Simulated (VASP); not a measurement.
Write the native input for VASP 6.6.1 that does the following.

```
Task                   : relaxation of volume and atoms at fixed shape
Functional             : PBEsol
Potentials or basis    : VASP PAW PBE potentials, release 64 (Mg)
Cutoff                 : 600 eV
k mesh                 : 8 × 8 × 5
Occupations            : methfessel-paxton, width 0.05 eV
Spin                   : no spin polarisation
Dipole correction      : no
Further INCAR settings : ALGO = Normal; EDIFF = 1e-07; IBRION = 2; EDIFFG = -0.03; NSW = 80; ISIF = 8
```

The structure of Mg lies in POSCAR:

```
Mg
1.0
    3.2093000000      0.0000000000      0.0000000000
   -1.6046500000      2.7793353284      0.0000000000
    0.0000000000      0.0000000000      5.2103000000
Mg
2
Direct
    0.3333333333      0.6666666667      0.2500000000
    0.6666666667      0.3333333333      0.7500000000
```

These files were run (other wordings do the same):

INCAR

```
SYSTEM = Mg
PREC = Accurate
ENCUT = 600
EDIFF = 1E-7
ISMEAR = 1
SIGMA = 0.05
LREAL = .FALSE.
LASPH = .TRUE.
NELM = 100
ALGO = Normal
ISIF = 8
LWAVE = .FALSE.
LCHARG = .FALSE.
GGA = PS
IBRION = 2
NSW = 80
EDIFFG = -0.03
```

KPOINTS

```
regular mesh
0
G
  8 8 5
  0 0 0
```

Potentials or basis: VASP PAW PBE potentials, release 64 (Mg).

Run with:

```console
$ cat potpaw_PBE.64/Mg/POTCAR > POTCAR
$ mpirun -np 1 vasp_std > vasp.out
```

It gave:

```json
{
  "Relaxed volume": "22.54 Å³/atom",
  "Relaxed cell": "a = 3.177 Å, b = 3.177 Å, c = 5.158 Å, α = 90.00°, β = 90.00°, γ = 120.00°",
  "Space group after relaxing (to 0.1 Å)": "P6_3/mmc (No. 194)",
  "Energy gained by relaxing": "2.4 meV/atom",
  "Ionic steps": "3",
  "Pressure after relaxing": "0.0 GPa",
  "Band gap on the k mesh": "zero (bands 2 and 3 overlap by 2.24 eV)"
}
```

Caveat: the PAW data sets were made with another functional, which shifts forces and pressure a little.

It took 43 s on 1 thread of Intel Xeon 8259CL, on a shared host, peak memory 0.19 GiB.
